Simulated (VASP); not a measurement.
Wanted: the native input for a VASP 6.6.1 run.

* Task: single point
* Functional: PBE
* Potentials or basis: VASP PAW PBE potentials, release 64 (Be)
* Cutoff: 520 eV
* k mesh: 16 × 16 × 16
* Occupations: gaussian, width 0.1 eV
* Spin: no spin polarisation
* Dipole correction: no
* Further INCAR settings: ALGO = Fast; EDIFF = 1e-07; NBANDS = 7

The structure of Be lies in POSCAR:

```
Be
1.0
    2.7053760210      0.0000000000      0.0000000000
    0.0000000000      2.7053760210      0.0000000000
    0.0000000000      0.0000000000      2.7053760210
Be
1
Direct
    0.0000000000      0.0000000000      0.0000000000
```

This cell differs from its parent crystal: Ba replaced by Be, lengths x 0.668, strained.

These files were run (other wordings do the same):

INCAR

```
SYSTEM = Be
PREC = Accurate
ENCUT = 520
EDIFF = 1E-7
ISMEAR = 0
SIGMA = 0.1
LREAL = .False.
LASPH = .True.
NELM = 80
ALGO = Fast
ISIF = 2
LWAVE = .False.
LCHARG = .False.
GGA = PE
NBANDS = 7
```

KPOINTS

```
regular mesh
0
Gamma
  16 16 16
  0 0 0
```

Potentials or basis: VASP PAW PBE potentials, release 64 (Be).

Command:

```bash
$ cat potpaw_PBE.64/Be/POTCAR > POTCAR
$ mpirun -np 1 vasp_std > vasp.out
```

It gave:

- Pressure: -15.5 GPa
- Band gap on the k mesh: zero (band 1 reaches 4.34 eV, above the bottom of band 2 at -1.17 eV)

Caveat: the cell differs from its parent crystal (Ba replaced by Be, lengths x 0.668, strained).

It took 8.4 s on 1 thread of AMD EPYC 9R14 (Zen 4), on a shared host, peak memory 0.1 GiB.
